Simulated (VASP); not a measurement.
A run of VASP 6.6.1:

Contents of INCAR:

```
PREC     = Accurate       # precision mode
ENCUT    = 520            # plane-wave cutoff, eV
EDIFF    = 1E-7           # SCF threshold, eV
ISMEAR   = 0              # smearing method
SIGMA    = 0.02           # smearing width, eV
LREAL    = Auto         
LASPH    = True           # aspherical terms in the spheres
NELM     = 80             # most SCF steps
ALGO     = Normal         # electronic algorithm
ISIF     = 2              # what is computed and relaxed
LWAVE    = False          # write WAVECAR
LCHARG   = True           # write CHGCAR
LELF     = True           # ELF
LVHAR    = True         
NBANDS   = 43             # bands
```

The input KPOINTS:

```
regular mesh
0
Gamma
  3 3 3
```

The input POSCAR:

```
Si
1.0
    0.0000000000      5.4019422852     -5.4019422852
    5.4019422852      5.4019422852      0.0000000000
    5.4019422852      0.0000000000     -5.4019422852
Si
15
Direct
   -0.2436214477      0.2478738071      0.2478738071
    0.1248710120      0.6251290409      0.1248710120
    0.6251290409      0.1248710120      0.1248710120
    0.6251290409      0.6251290409      0.1248710120
    0.1248710120      0.1248710120      0.6251290409
    0.1248710120      0.6251290409      0.6251290409
    0.6251290409      0.1248710120      0.6251290409
    0.6250000133      0.6250000133      0.6250000133
    0.2478738071      0.7563784995      0.2478738071
    0.2478738071      0.2478738071      0.2478738071
    0.7500689171      0.7500689171      0.2497931168
    0.2497931168      0.7500689171      0.7500689171
    0.2478738071      0.2478738071      0.7563784995
    0.7500689171      0.7500689171      0.7500689171
    0.7500689171      0.2497931168      0.7500689171
```

Potentials or basis: VASP PAW LDA potentials, release 64 (Si).

Command:

```sh
$ cat potpaw_LDA.64/Si/POTCAR > POTCAR
$ mpirun -np 1 vasp_std > vasp.out
```

Hardware: 1 thread of Intel(R) Xeon(R) 6975P-C (Granite Rapids), on a shared host.

Question: Estimate the wall time of this run.

Answer: Run time: 62 s on 1 thread of Intel(R) Xeon(R) 6975P-C (Granite Rapids) (shared host), peak memory 0.35 GiB. Counts: scf iterations 15, k points 4.
